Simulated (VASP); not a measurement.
# Zr3Si2 (Pbam) in VASP: notebook

The runs below take Zr3Si2 through single point, with PBEsol.

All numbers are computed with VASP 6.6.1; they aren't measurements. Logs are shortened: lines on timing, memory, paths and dates and some standing lists are left out, and cuts for length are marked.

## 1. The cell of the first run

It takes space group Pbam (No. 55, orthorhombic). Conventional cell: a = 6.854 Å, b = 7.066 Å, c = 3.644 Å, α = 90.00°, β = 90.00°, γ = 90.00°. Within 3.7 Å of Zr (site symmetry m) lie 6 Si at 2.71 to 2.80 Å and 11 Zr at 3.13 to 3.68 Å. Zr (site symmetry 2/m) has 4 Si at 2.73 to 2.80 Å and 10 Zr at 3.13 to 3.64 Å within 3.7 Å. Within 3.2 Å of Si (site symmetry m) lie 1 Si at 2.41 Å and 8 Zr at 2.71 to 2.80 Å.

## 2. Single point, PBEsol (strain -0.0300 x Voigt [1, 0, 0, 0, 0, 0])

INCAR

```
SYSTEM = Zr3Si2
  PREC = Accurate
  ENCUT = 520
  EDIFF = 1E-6
  ISMEAR = 0
  SIGMA = 0.15
  LREAL = .False.
  LASPH = .True.
  NELM = 60
  ALGO = Fast
  ISIF = 2
  LWAVE = .False.
  LCHARG = .False.
  GGA = PS
  NBANDS = 55
```

KPOINTS

```
Automatic mesh
0
Gamma
  6 6 12
  0 0 0
```

POSCAR

```
Zr3Si2
1.0
    6.8536104879      0.0000000000      0.0000000000
    0.0000000000      7.0655778226      0.0000000000
    0.0000000000      0.0000000000      3.6444907344
Zr Si
6 4
Direct
    0.1744786440      0.6744786440      0.5000000000
    0.8255213560      0.3255213560      0.5000000000
    0.3255213560      0.1744786440      0.5000000000
    0.6744786440      0.8255213560      0.5000000000
    0.0000000000      0.0000000000      0.0000000000
    0.5000000000      0.5000000000      0.0000000000
    0.6223900172      0.1223900172      0.0000000000
    0.3776099828      0.8776099828      0.0000000000
    0.8776099828      0.6223900172      0.0000000000
    0.1223900172      0.3776099828      0.0000000000
```

Potentials or basis: VASP PAW PBE potentials, release 64 (Zr_sv, Si).

Command:

```
> cat potpaw_PBE.64/Zr_sv/POTCAR potpaw_PBE.64/Si/POTCAR > POTCAR
> mpirun -np 1 vasp_std > vasp.out
```

OUTCAR:

```text
SYSTEM = Zr3Si2
   PREC = Accurate
   ENCUT = 520
   EDIFF = 1E-6
   ISMEAR = 0
   LREAL = .False.
   LASPH = .True.
   NELM = 60
   ISIF = 2
   GGA = PS

 ion  position               nearest neighbor table
   1  0.174  0.674  0.500-   8 2.71   8 2.71   9 2.76   9 2.76  10 2.80  10 2.80   6 3.13   6 3.13
                             5 3.17   5 3.17   2 3.43   4 3.59   4 3.59   3 3.68   3 3.68
   2  0.826  0.326  0.500-   7 2.71   7 2.71  10 2.76  10 2.76   9 2.80   9 2.80   6 3.13   6 3.13
                             5 3.17   5 3.17   1 3.43   3 3.59   3 3.59   4 3.68   4 3.68
   3  0.326  0.174  0.500-  10 2.71  10 2.71   7 2.76   7 2.76   8 2.80   8 2.80   5 3.13   5 3.13
                             6 3.17   6 3.17   4 3.43   2 3.59   2 3.59   1 3.68   1 3.68
   4  0.674  0.826  0.500-   9 2.71   9 2.71   8 2.76   8 2.76   7 2.80   7 2.80   5 3.13   5 3.13
                             6 3.17   6 3.17   3 3.43   1 3.59   1 3.59   2 3.68   2 3.68
   5  0.000  0.000  0.000-   7 2.73   8 2.73   9 2.80  10 2.80   3 3.13   4 3.13   3 3.13   4 3.13
                             1 3.17   2 3.17   1 3.17   2 3.17
   6  0.500  0.500  0.000-   9 2.73  10 2.73   7 2.80   8 2.80   1 3.13   2 3.13   1 3.13   2 3.13
                             3 3.17   4 3.17   3 3.17   4 3.17
   7  0.622  0.122  0.000-   8 2.41   2 2.71   2 2.71   5 2.73   3 2.76   3 2.76   6 2.80   4 2.80
                             4 2.80
   8  0.378  0.878  0.000-   7 2.41   1 2.71   1 2.71   5 2.73   4 2.76   4 2.76   6 2.80   3 2.80
                             3 2.80
   9  0.878  0.622  0.000-  10 2.41   4 2.71   4 2.71   6 2.73   1 2.76   1 2.76   5 2.80   2 2.80
                             2 2.80
  10  0.122  0.378  0.000-   9 2.41   3 2.71   3 2.71   6 2.73   2 2.76   2 2.76   5 2.80   1 2.80
                             1 2.80

  LATTYP: Found a simple orthorhombic cell.
 ALAT       =     3.6444907344
 B/A-ratio  =     1.8805399677
 C/A-ratio  =     1.9387009976

  Lattice vectors:

 A1 = (   0.0000000000,   0.0000000000,   3.6444907344)
 A2 = (   6.8536104879,   0.0000000000,   0.0000000000)
 A3 = (   0.0000000000,   7.0655778226,   0.0000000000)

Analysis of symmetry for initial positions (statically):
=====================================================================
 Subroutine PRICEL returns:
 Original cell was already a primitive cell.

 Routine SETGRP: Setting up the symmetry group for a
 simple orthorhombic supercell.

 Subroutine GETGRP returns: Found  8 space group operations
 (whereof  4 operations were pure point group operations)
 out of a pool of  8 trial point group operations.

The static configuration has the point symmetry C_2h.
 The point group associated with its full space group is D_2h.

Analysis of symmetry for dynamics (positions and initial velocities):
=====================================================================
 Subroutine PRICEL returns:
[... 144 lines left out ...]
   IMIX   =      4    mixing-type and parameters
     AMIX     =   0.40;   BMIX     =  1.00
     AMIX_MAG =   1.60;   BMIX_MAG =  1.00
  volume/ion in A,a.u.               =      17.65       119.10
  Fermi-wavevector in a.u.,A,eV,Ry     =   1.298178  2.453202 22.929454  1.685267
  Thomas-Fermi vector in A             =   2.429523
   LORBIT       =      0    0 simple, 1 ext, 2 COOP (PROOUT), +10 PAW based schemes
   GGA     = PS    functional components
   LHFCALC =     F    Hartree Fock is set to
   AEXX    =    0.0000 exact exchange contribution
   IVDW    =     0    specifies the selected vdW correction
   LEPSILON=     F    determine dielectric tensor
   LRPA    =     F    only Hartree local field effects (RPA)
 non-spin polarized calculation
 RMM-DIIS sequential band-by-band and
 Gauss-broadening in eV      SIGMA  =   0.15
  energy-cutoff  :      520.00
  volume of cell :      176.48
 maximum number of plane-waves:      4780
 NGX is ok and might be reduce to    54
   NGX = 25   NGY = 27   NGZ = 13

 number of electron      88.0000000 magnetization

 Free energy of the ion-electron system (eV)
  ---------------------------------------------------
  ext. energy  EPLUGINS =         0.00000000
  ---------------------------------------------------
  free energy    TOTEN  =       -86.94900037 eV

  energy without entropy =      -86.86294089  energy(sigma->0) =      -86.90597063

 E-fermi :   9.9710     XC(G=0): -11.7131

 val. band max:        9.9618305473   @ k =   0.3333   0.3333   0.0000
 cond. band min:       9.9710486412   @ k =   0.1667   0.1667   0.3333
 fundamental gap:      0.0092180939
 Fermi energy:         9.9709599760

 k-point     1 :       0.0000    0.0000    0.0000
  band No.  band energies     occupation
      1     -38.1189      2.00000
      2     -38.0565      2.00000
      3     -38.0552      2.00000
      4     -38.0529      2.00000
      5     -37.9483      2.00000
      6     -37.9060      2.00000
[... 1381 lines left out ...]
     54      12.6555      0.00000
     55      13.0506      0.00000

 [... further k-points ...]

------------------------ aborting loop because EDIFF is reached ----------------------------------------

  FORCE on cell =-STRESS in cart. coord.  units (eV):
  Direction    XX          YY          ZZ          XY          YZ          ZX
  --------------------------------------------------------------------------------------
  -------------------------------------------------------------------------------------
  Total       11.0219226      2.1974116      3.9167557      0.0000000      0.0000000      0.0000000
  in kB      100.0608038     19.9488583     35.5576549      0.0000000      0.0000000      0.0000000
  external PRESSURE =      51.8557723 kB  Pullay stress =       0.0000000 kB

 VOLUME and BASIS-vectors are now :
 -----------------------------------------------------------------------------
  energy-cutoff  :      520.00
  volume of cell :      176.48
      direct lattice vectors                 reciprocal lattice vectors
     6.853610488  0.000000000  0.000000000     0.145908496  0.000000000  0.000000000
     0.000000000  7.065577823  0.000000000     0.000000000  0.141531241  0.000000000
     0.000000000  0.000000000  3.644490734     0.000000000  0.000000000  0.274386759

 POSITION                                       TOTAL-FORCE (eV/Angst)
 -----------------------------------------------------------------------------------
      1.19581      4.76558      1.82225         0.117291     -0.082668      0.000000
      5.65780      2.30000      1.82225        -0.117291      0.082668      0.000000
      2.23100      1.23279      1.82225        -0.117291     -0.082668      0.000000
      4.62261      5.83279      1.82225         0.117291      0.082668      0.000000
      0.00000      0.00000      0.00000         0.000000      0.000000      0.000000
      3.42681      3.53279      0.00000         0.000000      0.000000      0.000000
      4.26562      0.86476      0.00000        -0.006664     -0.018497      0.000000
      2.58799      6.20082      0.00000         0.006664      0.018497     -0.000000
      6.01480      4.39755      0.00000         0.006664     -0.018497     -0.000000
      0.83881      2.66803      0.00000        -0.006664      0.018497      0.000000
 -----------------------------------------------------------------------------------
    total drift:                               -0.000000      0.000000      0.000000

  FREE ENERGIE OF THE ION-ELECTRON SYSTEM (eV)
  ---------------------------------------------------
  free  energy   TOTEN  =       -86.9490003742 eV

  energy  without entropy=      -86.8629408861  energy(sigma->0) =      -86.90597063
```

OSZICAR:

```text
N       E                     dE             d eps       ncg     rms          rms(c)
DAV:   1     0.828290215770E+03    0.82829E+03   -0.45251E+04 12320   0.157E+03
DAV:   2    -0.130388990132E+02   -0.84133E+03   -0.82059E+03 13625   0.445E+02
DAV:   3    -0.855943516674E+02   -0.72555E+02   -0.71208E+02 18928   0.100E+02
[... 14 lines left out ...]
RMM:  18    -0.869489874198E+02   -0.99838E-05   -0.15670E-04 23015   0.439E-02    0.188E-02
RMM:  19    -0.869489944029E+02   -0.69831E-05   -0.65588E-05 22297   0.241E-02    0.193E-02
RMM:  20    -0.869489977801E+02   -0.33773E-05   -0.28629E-05 20228   0.164E-02    0.193E-02
RMM:  21    -0.869489999084E+02   -0.21283E-05   -0.15139E-05 15595   0.122E-02    0.211E-02
RMM:  22    -0.869490003742E+02   -0.46572E-06   -0.91922E-06 15479   0.954E-03
   1 F= -.86949000E+02 E0= -.86905971E+02  d E =-.860595E-01
```

Wall time 17 min (1 thread of AMD EPYC 9R45 (Zen 5), shared host); peak memory 0.78 GiB.

What came out:

```
Free energy            : -86.9490 eV
Pressure               : 5.2 GPa
Largest force          : 0.143 eV/Å
Band gap on the k mesh : zero (bands 44 and 45 overlap by 1.11 eV)
```

Forces on the atoms (eV/Å):
```
Zr   0.117 -0.083  0.000
Zr  -0.117  0.083  0.000
Zr  -0.117 -0.083  0.000
Zr   0.117  0.083  0.000
Zr   0.000  0.000  0.000
Zr   0.000  0.000  0.000
Si  -0.007 -0.018  0.000
Si   0.007  0.018  0.000
Si   0.007 -0.018  0.000
Si  -0.007  0.018  0.000
```

Levels at points of the mesh, in eV from the Fermi level:
| k point | band 40 | band 41 | band 42 | band 43 | band 44 | band 45 | band 46 | band 47 | band 48 | band 49 |
| --- | --- | --- | --- | --- | --- | --- | --- | --- | --- | --- |
| (0.00, 0.00, 0.00) | -0.64 | -0.59 | -0.55 | -0.30 | -0.09 | 0.95 | 1.06 | 1.27 | 1.30 | 1.81 |
| (0.50, 0.00, 0.00) | -0.98 | -0.33 | -0.33 | 0.35 | 0.35 | 0.79 | 0.79 | 1.51 | 1.51 | 1.55 |
| (0.00, 0.50, 0.00) | -1.20 | -0.35 | -0.35 | 0.31 | 0.31 | 0.87 | 0.87 | 1.57 | 1.57 | 1.66 |
| (0.50, 0.50, 0.00) | -0.88 | -0.32 | -0.32 | -0.12 | -0.12 | -0.04 | -0.04 | 1.27 | 1.27 | 2.06 |
| (0.00, 0.00, 0.50) | -1.13 | -0.48 | -0.23 | 0.12 | 0.22 | 0.31 | 0.48 | 0.73 | 0.77 | 0.84 |
| (0.50, 0.00, 0.50) | -1.32 | -0.96 | -0.96 | -0.51 | -0.51 | 0.20 | 0.20 | 1.86 | 1.86 | 2.88 |
| (0.00, 0.50, 0.50) | -1.27 | -0.87 | -0.87 | -0.53 | -0.53 | 0.30 | 0.30 | 1.82 | 1.82 | 2.55 |
| (0.50, 0.50, 0.50) | -1.29 | -0.74 | -0.74 | -0.69 | -0.69 | -0.59 | -0.59 | 1.99 | 1.99 | 3.51 |

Caveat: the cell differs from its parent crystal (strain -0.0300 x Voigt [1, 0, 0, 0, 0, 0]); the cell stands under pressure; the PAW data sets were made with another functional, which shifts forces and pressure a little.

## 3. Single point, PBEsol (strain +0.0100 x Voigt [1, 0, 0, 0, 0, 0])

INCAR

```
ALGO = Fast
EDIFF = 1E-6
ENCUT = 520
GGA = PS
ISIF = 2
ISMEAR = 0
LASPH = T
LCHARG = F
LREAL = F
LWAVE = F
NBANDS = 55
NELM = 100
PREC = Accurate
SIGMA = 0.15
```

KPOINTS

```
k-points
0
Gamma
  6 6 12
```

Changes to POSCAR since step 2:

```diff
@@ -2,3 +2,3 @@
 1.0
-    6.8536104879      0.0000000000      0.0000000000
+    7.1362336008      0.0000000000      0.0000000000
     0.0000000000      7.0655778226      0.0000000000
```

Potentials or basis: VASP PAW PBE potentials, release 64 (Zr_sv, Si).

Command:

```
> cat potpaw_PBE.64/Zr_sv/POTCAR potpaw_PBE.64/Si/POTCAR > POTCAR
> mpirun -np 1 vasp_std > vasp.out
```

Run time: 17 min. Hardware: 1 thread of Intel Xeon 6975P-C (Granite Rapids), shared host; peak memory 0.83 GiB.

The run converged. Its results:

```
Free energy            : -87.1041 eV
Pressure               : -1.2 GPa
Largest force          : 0.042 eV/Å
Band gap on the k mesh : zero (bands 44 and 45 overlap by 1.21 eV)
```

Forces on the atoms (eV/Å):
```
Zr  -0.038  0.018  0.000
Zr   0.038 -0.018  0.000
Zr   0.038  0.018  0.000
Zr  -0.038 -0.018  0.000
Zr   0.000  0.000  0.000
Zr   0.000  0.000  0.000
Si  -0.009  0.008  0.000
Si   0.009 -0.008  0.000
Si   0.009  0.008  0.000
Si  -0.009 -0.008  0.000
```

Stress tensor (GPa, compression positive):
```
-2.75  0.00  0.00
 0.00 -0.41  0.00
 0.00  0.00 -0.57
```

Levels at points of the mesh, in eV from the Fermi level:
```csv
k point,band 40,band 41,band 42,band 43,band 44,band 45,band 46,band 47,band 48,band 49
"(0.00, 0.00, 0.00)",-0.62,-0.59,-0.55,-0.28,0.03,0.87,1.13,1.31,1.32,1.82
"(0.50, 0.00, 0.00)",-1.20,-0.21,-0.21,0.42,0.42,0.77,0.77,1.48,1.48,1.60
"(0.00, 0.50, 0.00)",-1.14,-0.21,-0.21,0.44,0.44,0.75,0.75,1.47,1.47,1.55
"(0.50, 0.50, 0.00)",-0.90,-0.20,-0.20,-0.13,-0.13,0.08,0.08,1.24,1.24,2.06
"(0.00, 0.00, 0.50)",-1.17,-0.47,-0.22,0.03,0.06,0.29,0.47,0.65,0.66,0.83
"(0.50, 0.00, 0.50)",-1.26,-0.92,-0.92,-0.54,-0.54,0.21,0.21,1.76,1.76,2.48
"(0.00, 0.50, 0.50)",-1.28,-0.95,-0.95,-0.54,-0.54,0.18,0.18,1.77,1.77,2.58
"(0.50, 0.50, 0.50)",-1.26,-0.70,-0.70,-0.70,-0.70,-0.65,-0.65,1.86,1.86,3.37
```

Caveat: the cell differs from its parent crystal (strain +0.0100 x Voigt [1, 0, 0, 0, 0, 0]); the PAW data sets were made with another functional, which shifts forces and pressure a little.
